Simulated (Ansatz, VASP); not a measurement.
## Two plane-wave programs on HfO2

File INCAR:

```
SYSTEM = HfO2
PREC = Accurate ; ENCUT = 600
EDIFF = 1E-7 ; ISMEAR = 0
SIGMA = 0.02 ; LREAL = .FALSE.
LASPH = .TRUE. ; NELM = 120
ALGO = Normal ; ISIF = 3
LWAVE = .FALSE. ; LCHARG = .FALSE.
GGA = PE ; IBRION = 2
NSW = 100 ; EDIFFG = -0.002
GGA_COMPAT = .FALSE. ; NELMIN = 4
```

KPOINTS

```
Automatic mesh
0
G
  8 8 8
  0 0 0
```

The input POSCAR:

```
HfO2
1.0
    0.0000000000      2.5476040198      2.5476040198
    2.5476040198      0.0000000000      2.5476040198
    2.5476040198      2.5476040198      0.0000000000
Hf O
1 2
Direct
    0.0000000000      0.0000000000      0.0000000000
    0.2500000000      0.2500000000      0.2500000000
    0.7500000000      0.7500000000      0.7500000000
```

Input for Ansatz:

```yaml
crystal:
  lattice:
    - [0.0, 2.5476040198, 2.5476040198]
    - [2.5476040198, 0.0, 2.5476040198]
    - [2.5476040198, 2.5476040198, 0.0]
  atoms:
    - { symbol: Hf, position: [0.0, 0.0, 0.0] }
    - { symbol: O, position: [0.25, 0.25, 0.25] }
    - { symbol: O, position: [0.75, 0.75, 0.75] }
basis:
  ecutwfc: 420
kpoints:
  mp_grid: { grid: [8, 8, 8] }
hamiltonian:
  xc: pbe
scf:
  occupations: { method: gaussian, width: 0.02 }
output:
  forces: true
  stress: true
  eigenvalues: true
relax:
  adjacent_minimum: "off"
  f_tol: 0.002
  max_steps: 80
  cell: { stress_tol: 0.02 }
```

Alike in both runs: task relaxation of cell and atoms; functional PBE; k mesh 8 × 8 × 8; occupations gaussian, width 0.02 eV; no spin polarisation.

|  | VASP | Ansatz |
| --- | --- | --- |
| version | VASP 6.6.1 | Ansatz 0.2.0 |
| potentials or method | VASP PAW PBE potentials, release 64 (Hf_pv, O), cutoff 600 eV | scalar-relativistic, plane waves, PAW |
| valence electrons in the cell | 22 | 38 |

VASP gave:

```
gap on the k mesh at the Fermi level, each at its own relaxed structure (eV) : 3.80
relaxed volume (Å³/atom)                                                     : 10.86
relaxed cell length with the largest relative difference (Å)                 : 3.586
```

Problem. Estimate Ansatz's values.

Solution. gap on the k mesh at the Fermi level, each at its own relaxed structure (eV): 3.75; relaxed volume (Å³/atom): 11.04; relaxed cell length with the largest relative difference (Å): 3.604.

VASP's potentials hold 22 valence electrons a cell and Ansatz's 38, so a difference there can come from the potentials and not from the codes.

Spin-orbit coupling is off throughout.
